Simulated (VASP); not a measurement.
# BN (F-43m) in VASP: further runs

Runs on BN. Level: PBEsol. Tasks: single point.

Program: VASP 6.6.1. These are calculated values, not measurements. Logs are shortened: lines on timing, memory, paths and dates and some standing lists are left out, and cuts for length are marked.

### Step 1. The cell of the first run

Symmetry: F-43m, No. 216, cubic system. The conventional cell has a = 3.616 Å, b = 3.616 Å, c = 3.616 Å, α = 90.00°, β = 90.00°, γ = 90.00°. B (site symmetry -43m) has 4 N at 1.57 Å within 2.1 Å. N (site symmetry -43m) has 4 B at 1.57 Å within 2.1 Å.

### Step 2. Single point, PBEsol

INCAR reads:

```
SYSTEM = BN
ALGO     = Normal         ! electronic algorithm
EDIFF    = 1E-6           ! SCF threshold, eV
ENCUT    = 600            ! plane-wave cutoff, eV
GGA      = PS             ! functional
GGA_COMPAT= .False.      
ISIF     = 2              ! what is computed and relaxed
ISMEAR   = 0              ! smearing method
LASPH    = .True.         ! aspherical terms in the spheres
LCHARG   = .False.        ! write CHGCAR
LREAL    = .False.        ! projectors in reciprocal space
LWAVE    = .False.        ! write WAVECAR
NBANDS   = 11             ! bands
NELM     = 120            ! most SCF steps
PREC     = Accurate       ! precision mode
SIGMA    = 0.1            ! smearing width, eV
```

KPOINTS reads:

```
k-points
0
Gamma
  8 8 8
  0 0 0
```

POSCAR reads:

```
BN
1.0
    0.0000000000      1.8080000000      1.8080000000
    1.8080000000      0.0000000000      1.8080000000
    1.8080000000      1.8080000000      0.0000000000
B N
1 1
Direct
    0.0000000000      0.0000000000      0.0000000000
    0.2500000000      0.2500000000      0.2500000000
```

Potentials or basis: VASP PAW PBE potentials, release 64 (B, N).

Run with:

```
$ cat potpaw_PBE.64/B/POTCAR potpaw_PBE.64/N/POTCAR > POTCAR
$ mpirun -np 1 vasp_std > vasp.out
```

OUTCAR:

```text
SYSTEM = BN
   EDIFF = 1E-6
   ENCUT = 600
   GGA = PS
   ISIF = 2
   ISMEAR = 0
   LASPH = .True.
   LREAL = .False.
   NELM = 120
   PREC = Accurate

 ion  position               nearest neighbor table
   1  0.000  0.000  0.000-   2 1.57   2 1.57   2 1.57   2 1.57
   2  0.250  0.250  0.250-   1 1.57   1 1.57   1 1.57   1 1.57

  LATTYP: Found a face centered cubic cell.
 ALAT       =     3.6160000000

  Lattice vectors:

 A1 = (   0.0000000000,   1.8080000000,   1.8080000000)
 A2 = (   1.8080000000,   0.0000000000,   1.8080000000)
 A3 = (   1.8080000000,   1.8080000000,   0.0000000000)

Analysis of symmetry for initial positions (statically):
=====================================================================
 Subroutine PRICEL returns:
 Original cell was already a primitive cell.

 Routine SETGRP: Setting up the symmetry group for a
 face centered cubic supercell.

 Subroutine GETGRP returns: Found 24 space group operations
 (whereof 24 operations were pure point group operations)
 out of a pool of 48 trial point group operations.

The static configuration has the point symmetry T_d .

Analysis of symmetry for dynamics (positions and initial velocities):
=====================================================================
 Subroutine PRICEL returns:
 Original cell was already a primitive cell.

 Routine SETGRP: Setting up the symmetry group for a
 face centered cubic supercell.

 Subroutine GETGRP returns: Found 24 space group operations
 (whereof 24 operations were pure point group operations)
 out of a pool of 48 trial point group operations.

The dynamic configuration has the point symmetry T_d .

 Subroutine INISYM returns: Found 24 space group operations
 (whereof 24 operations are pure point group operations),
 and found     1 'primitive' translations

----------------------------------------------------------------------------------------

                                     Primitive cell

  volume of cell :      11.8202

  direct lattice vectors                    reciprocal lattice vectors
     0.000000000  1.808000000  1.808000000    -0.276548673  0.276548673  0.276548673
     1.808000000  0.000000000  1.808000000     0.276548673 -0.276548673  0.276548673
     1.808000000  1.808000000  0.000000000     0.276548673  0.276548673 -0.276548673

  length of vectors
     2.556898121  2.556898121  2.556898121     0.478996352  0.478996352  0.478996352

  position of ions in fractional coordinates (direct lattice)
     0.000000000  0.000000000  0.000000000
     0.250000000  0.250000000  0.250000000

  ion indices of the primitive-cell ions
   primitive index   ion index
                 1           1
                 2           2

----------------------------------------------------------------------------------------

 KPOINTS: k-points

Automatic generation of k-mesh.
 Grid dimensions read from file:
 generate k-points for:    8    8    8

 Generating k-lattice:

  Cartesian coordinates                     Fractional coordinates (reciprocal lattice)
    -0.034568584  0.034568584  0.034568584     0.125000000  0.000000000  0.000000000
     0.034568584 -0.034568584  0.034568584     0.000000000  0.125000000  0.000000000
     0.034568584  0.034568584 -0.034568584     0.000000000  0.000000000  0.125000000

  Length of vectors
     0.059874544  0.059874544  0.059874544

  Shift w.r.t. Gamma in fractional coordinates (k-lattice)
     0.000000000  0.000000000  0.000000000

 Subroutine IBZKPT returns following result:
 ===========================================

 Found     29 irreducible k-points:

 Following reciprocal coordinates:
            Coordinates               Weight
  0.000000  0.000000  0.000000      1.000000
  0.125000  0.000000  0.000000      8.000000
  0.250000  0.000000  0.000000      8.000000
  0.375000  0.000000  0.000000      8.000000
  0.500000  0.000000  0.000000      4.000000
  0.125000  0.125000  0.000000      6.000000
[... 16 lines left out ...]
  0.500000  0.250000  0.125000     48.000000
 -0.375000  0.250000  0.125000     24.000000
 [... further k-points ...]
   k-points           NKPTS =     29   k-points in BZ     NKDIM =     29   number of bands    NBANDS=     11
   number of dos      NEDOS =    301   number of ions     NIONS =      2
   total plane-waves  NPLWV =   8000
   dimension x,y,z NGX =    20 NGY =   20 NGZ =   20
   dimension x,y,z NGXF=    40 NGYF=   40 NGZF=   40
   ions per type =               1   1
   NGX,Y,Z   is equivalent  to a cutoff of  13.00, 13.00, 13.00 a.u.
   NGXF,Y,Z  is equivalent  to a cutoff of  26.01, 26.01, 26.01 a.u.
 SYSTEM =  BN
   PREC   = accura    normal or accurate (medium, high low for compatibility)
   ISTART =      0    job   : 0-new  1-cont  2-samecut
   ICHARG =      2    charge: 1-file 2-atom 10-const
   ISPIN  =      1    spin polarized calculation?
   LNONCOLLINEAR =      F non collinear calculations
   LSORBIT =      F    spin-orbit coupling
   LASPH  =      T    aspherical Exc in radial PAW
   ENCUT  =  600.0 eV  44.10 Ry    6.64 a.u.   5.11  5.11  5.11*2*pi/ulx,y,z
   NELM   =    120;   NELMIN=  2; NELMDL= -5     # of ELM steps
   EDIFF  = 0.1E-05   stopping-criterion for ELM
   LREAL  =      F    real-space projection
   EDIFFG = 0.1E-04   stopping-criterion for IOM
   NSW    =      0    number of steps for IOM
   IBRION =     -1    ionic relax: 0-MD 1-quasi-New 2-CG
   NFREE  =      0    steps in history (QN), initial steepest desc. (CG)
   ISIF   =      2    stress and relaxation
   ISYM   =      2    0-nonsym 1-usesym 2-fastsym
   POTIM  = 0.5000    time-step for ionic-motion
   TEBEG  =    0.0;   TEEND  =   0.0 temperature during run
   PSTRESS=    0.0 pullay stress
   NELECT =       8.0000    total number of electrons
   NUPDOWN=      -1.0000    fix difference up-down
   EMIN   =  10.00;   EMAX   =-10.00  energy-range for DOS
   EFERMI =   0.00;   METHOD = LEGACY
   ISMEAR =     0;   SIGMA  =   0.10  broadening in eV -4-tet -1-fermi 0-gaus
   EFERMI_NEDOS =   21; number of points for ismear=-14 and -15
   IALGO  =     38    algorithm
   IMIX   =      4    mixing-type and parameters
     AMIX     =   0.40;   BMIX     =  1.00
     AMIX_MAG =   1.60;   BMIX_MAG =  1.00
  volume/ion in A,a.u.               =       5.91        39.88
  Fermi-wavevector in a.u.,A,eV,Ry     =   1.437352  2.716201 28.109366  2.065980
  Thomas-Fermi vector in A             =   2.556439
   LORBIT       =      0    0 simple, 1 ext, 2 COOP (PROOUT), +10 PAW based schemes
   GGA     = PS    functional components
   LHFCALC =     F    Hartree Fock is set to
   AEXX    =    0.0000 exact exchange contribution
   IVDW    =     0    specifies the selected vdW correction
   LEPSILON=     F    determine dielectric tensor
   LRPA    =     F    only Hartree local field effects (RPA)
 non-spin polarized calculation
 Gauss-broadening in eV      SIGMA  =   0.10
  energy-cutoff  :      600.00
  volume of cell :       11.82
 maximum number of plane-waves:       411
   NGX = 11   NGY = 11   NGZ = 11

 number of electron       7.9999999 magnetization

 Free energy of the ion-electron system (eV)
  ---------------------------------------------------
  ext. energy  EPLUGINS =         0.00000000
  ---------------------------------------------------
  free energy    TOTEN  =       -18.34986526 eV

  energy without entropy =      -18.34986526  energy(sigma->0) =      -18.34986526

 E-fermi :   7.9018     XC(G=0): -13.0122

 val. band max:        7.3524007984   @ k =   0.0000   0.0000   0.0000
 cond. band min:      11.6282826514   @ k =   0.5000   0.5000   0.0000
 fundamental gap:      4.2758818530
 Fermi energy:         7.9017968306

 k-point     1 :       0.0000    0.0000    0.0000
  band No.  band energies     occupation
      1     -12.8912      2.00000
      2       7.3524      2.00000
      3       7.3524      2.00000
      4       7.3524      2.00000
      5      16.1099      0.00000
      6      16.1099      0.00000
      7      16.1099      0.00000
      8      17.6073      0.00000
      9      31.8470      0.00000
     10      35.0295      0.00000
     11      35.0295      0.00000

 k-point     2 :       0.1250    0.0000    0.0000
  band No.  band energies     occupation
      1     -12.5104      2.00000
      2       5.4644      2.00000
      3       6.9697      2.00000
      4       6.9697      2.00000
      5      16.4635      0.00000
      6      16.6827      0.00000
      7      16.6827      0.00000
      8      18.8076      0.00000
      9      31.3486      0.00000
     10      31.8166      0.00000
     11      31.8166      0.00000

 k-point     3 :       0.2500    0.0000    0.0000
  band No.  band energies     occupation
      1     -11.4040      2.00000
      2       1.8425      2.00000
      3       6.2187      2.00000
      4       6.2187      2.00000
      5      16.9225      0.00000
      6      17.6266      0.00000
      7      17.6266      0.00000
      8      20.8219      0.00000
      9      30.4836      0.00000
     10      30.7659      0.00000
     11      30.7659      0.00000

 k-point     4 :       0.3750    0.0000    0.0000
  band No.  band energies     occupation
      1      -9.7635      2.00000
      2      -1.6324      2.00000
      3       5.6216      2.00000
      4       5.6216      2.00000
      5      17.2952      0.00000
      6      17.9737      0.00000
      7      17.9737      0.00000
      8      22.0500      0.00000
      9      30.3136      0.00000
     10      32.3058      0.00000
     11      32.3058      0.00000

 k-point     5 :       0.5000    0.0000    0.0000
  band No.  band energies     occupation
      1      -8.6263      2.00000
      2      -3.4190      2.00000
      3       5.4049      2.00000
      4       5.4049      2.00000
      5      17.4347      0.00000
      6      17.9693      0.00000
      7      17.9693      0.00000
      8      22.4206      0.00000
      9      30.5243      0.00000
     10      34.0129      0.00000
     11      34.0833      0.00000
[... 211 lines left out ...]
 k-point    21 :       0.5000    0.5000    0.0000
  band No.  band energies     occupation
      1      -7.2499      2.00000
      2      -1.6073      2.00000
      3       2.4170      2.00000
      4       2.4170      2.00000
      5      11.6283      0.00000
      6      16.4389      0.00000
      7      25.2166      0.00000
      8      25.2166      0.00000
      9      27.9567      0.00000
     10      34.4706      0.00000
     11      40.7996      0.00000

 k-point    22 :       0.3750    0.2500    0.1250
  band No.  band energies     occupation
      1     -10.4603      2.00000
      2       1.6260      2.00000
      3       3.3839      2.00000
      4       5.3197      2.00000
      5      15.8122      0.00000
      6      19.1304      0.00000
      7      19.8639      0.00000
      8      20.6126      0.00000
      9      26.6235      0.00000
     10      32.8493      0.00000
     11      34.5302      0.00000

 k-point    23 :       0.5000    0.2500    0.1250
  band No.  band energies     occupation
      1      -8.9257      2.00000
      2      -0.9198      2.00000
      3       2.5715      2.00000
      4       4.3830      2.00000
      5      16.6082      0.00000
      6      18.6204      0.00000
      7      21.0329      0.00000
      8      21.9066      0.00000
      9      27.2364      0.00000
     10      32.4266      0.00000
     11      34.6743      0.00000

 k-point    24 :      -0.3750    0.2500    0.1250
  band No.  band energies     occupation
      1      -7.9169      2.00000
      2      -2.4178      2.00000
      3       2.5029      2.00000
      4       3.8743      2.00000
      5      16.7864      0.00000
      6      18.4472      0.00000
      7      21.6790      0.00000
      8      23.0386      0.00000
      9      26.5934      0.00000
     10      33.0599      0.00000
     11      34.6660      0.00000

 [... further k-points ...]
[... 5 lines left out ...]
  --------------------------------------------------------------------------------------
  -------------------------------------------------------------------------------------
  Total       -0.2175680     -0.2175680     -0.2175680     -0.0000000      0.0000000     -0.0000000
  in kB      -29.4903714    -29.4903714    -29.4903714     -0.0000000      0.0000000     -0.0000000
  external PRESSURE =     -29.4903714 kB  Pullay stress =       0.0000000 kB

 VOLUME and BASIS-vectors are now :
 -----------------------------------------------------------------------------
  energy-cutoff  :      600.00
  volume of cell :       11.82
      direct lattice vectors                 reciprocal lattice vectors
     0.000000000  1.808000000  1.808000000    -0.276548673  0.276548673  0.276548673
     1.808000000  0.000000000  1.808000000     0.276548673 -0.276548673  0.276548673
     1.808000000  1.808000000  0.000000000     0.276548673  0.276548673 -0.276548673

 POSITION                                       TOTAL-FORCE (eV/Angst)
 -----------------------------------------------------------------------------------
      0.00000      0.00000      0.00000        -0.000000     -0.000000     -0.000000
      0.90400      0.90400      0.90400         0.000000      0.000000      0.000000
 -----------------------------------------------------------------------------------
    total drift:                                0.000000      0.000000      0.000000

  FREE ENERGIE OF THE ION-ELECTRON SYSTEM (eV)
  ---------------------------------------------------
  free  energy   TOTEN  =       -18.3498652635 eV

  energy  without entropy=      -18.3498652635  energy(sigma->0) =      -18.34986526
```

Run time: 2.1 s. Hardware: 1 thread of Intel Xeon 6975P-C (Granite Rapids), shared host; peak memory 0.11 GiB.

Results:

```
Free energy            : -18.3499 eV
Pressure               : -2.9 GPa
Band gap on the k mesh : 4.28 eV (least direct gap 8.76 eV)
```

Caveat: the PAW data sets were made with another functional, which shifts forces and pressure a little. A k mesh can miss the band edges.

### Step 3. Single point, PBEsol

This run uses another cell than the first one, of 5.86 Å³/atom.

INCAR reads:

```
SYSTEM = BN
PREC = Accurate
ENCUT = 600
EDIFF = 1E-6
ISMEAR = 0
SIGMA = 0.02
LREAL = .FALSE.
LASPH = .TRUE.
NELM = 120
ALGO = Normal
ISIF = 2
LWAVE = .FALSE.
LCHARG = .FALSE.
GGA = PS
NBANDS = 11
GGA_COMPAT = .FALSE.
```

KPOINTS reads:

```
regular mesh
0
G
  10 10 10
  0 0 0
```

POSCAR reads:

```
BN
1.0
    0.0000000000      1.8025484886      1.8025484886
    1.8025484886      0.0000000000      1.8025484886
    1.8025484886      1.8025484886      0.0000000000
B N
1 1
Direct
    0.0000000000      0.0000000000      0.0000000000
    0.2500000000      0.2500000000      0.2500000000
```

Potentials or basis: VASP PAW PBE potentials, release 64 (B, N).

Run with:

```
$ cat potpaw_PBE.64/B/POTCAR potpaw_PBE.64/N/POTCAR > POTCAR
$ mpirun -np 1 vasp_std > vasp.out
```

It took 3 s on 1 thread of Intel Xeon 6975P-C (Granite Rapids), shared host; peak memory 0.12 GiB.

Results (log left out):

- Free energy: -18.3506 eV
- Pressure: 0.5 GPa
- Band gap on the k mesh: 4.29 eV (least direct gap 8.80 eV)

Levels at points of the mesh, in eV from the valence-band top:
| k point | band 2 | band 3 | band 4 | band 5 | band 6 | band 7 |
| --- | --- | --- | --- | --- | --- | --- |
| (0.00, 0.00, 0.00) | 0.00 | 0.00 | 0.00 | 8.80 | 8.80 | 8.80 |
| (0.50, 0.00, 0.00) | -10.86 | -1.97 | -1.97 | 10.20 | 10.67 | 10.67 |
| (0.50, 0.50, 0.00) | -9.02 | -4.98 | -4.98 | 4.29 | 9.14 | 18.00 |

Caveat: the PAW data sets were made with another functional, which shifts forces and pressure a little. A k mesh can miss the band edges.

### Step 4. Single point, PBEsol

This run uses another cell than the first one, of 5.86 Å³/atom.

INCAR reads:

```
ALGO = Normal ; EDIFF = 1E-6
ENCUT = 600 ; GGA = PS
GGA_COMPAT = F ; ISIF = 2
ISMEAR = 0 ; LASPH = T
LCHARG = T ; LELF = T
LREAL = F ; LVHAR = T
LWAVE = F ; NBANDS = 11
NELM = 120 ; PREC = Accurate
SIGMA = 0.01
```

KPOINTS reads:

```
k-points
0
Gamma
  10 10 10
```

POSCAR is that of step 3.

Run with:

```
$ cat potpaw_PBE.64/B/POTCAR potpaw_PBE.64/N/POTCAR > POTCAR
$ mpirun -np 1 vasp_std > vasp.out
```

Run time: 3.1 s. Hardware: 1 thread of Intel Xeon 6975P-C (Granite Rapids), shared host; peak memory 0.11 GiB.

It converged, with:

```
Free energy            : -18.3506 eV
Pressure               : 0.5 GPa
Band gap on the k mesh : 4.29 eV (least direct gap 8.80 eV)
```

Levels at points of the mesh, in eV from the valence-band top:
| k point | band 1 | band 2 | band 3 | band 4 | band 5 | band 6 | band 7 | band 8 | band 9 |
| --- | --- | --- | --- | --- | --- | --- | --- | --- | --- |
| (0.00, 0.00, 0.00) | -20.35 | 0.00 | 0.00 | 0.00 | 8.80 | 8.80 | 8.80 | 10.40 | 24.66 |
| (0.50, 0.00, 0.00) | -16.04 | -10.86 | -1.97 | -1.97 | 10.20 | 10.67 | 10.67 | 15.16 | 23.30 |
| (0.50, 0.50, 0.00) | -14.65 | -9.02 | -4.98 | -4.98 | 4.29 | 9.14 | 18.00 | 18.00 | 20.76 |

Caveat: the PAW data sets were made with another functional, which shifts forces and pressure a little. A k mesh can miss the band edges.

### Step 5. The runs side by side

```csv
cell,k mesh,smearing,gap on the mesh (eV),pressure (GPa)
"a = 2.557 Å, angles 60.0°, 2 atoms",8 × 8 × 8,gaussian 0.1 eV,4.28,-2.9
"a = 2.549 Å, angles 60.0°, 2 atoms",10 × 10 × 10,gaussian 0.02 eV,4.29,0.5
"a = 2.549 Å, angles 60.0°, 2 atoms",10 × 10 × 10,gaussian 0.01 eV,4.29,0.5
```

Alike in all rows: task single point; level PBEsol; potentials or basis VASP PAW PBE potentials, release 64 (B, N); no spin polarisation; cutoff (eV) 600.

Caveats: the PAW data sets were made with another functional, which shifts forces and pressure a little.

Total energies depend on the potentials used, so only differences within one code and one set of settings carry meaning.
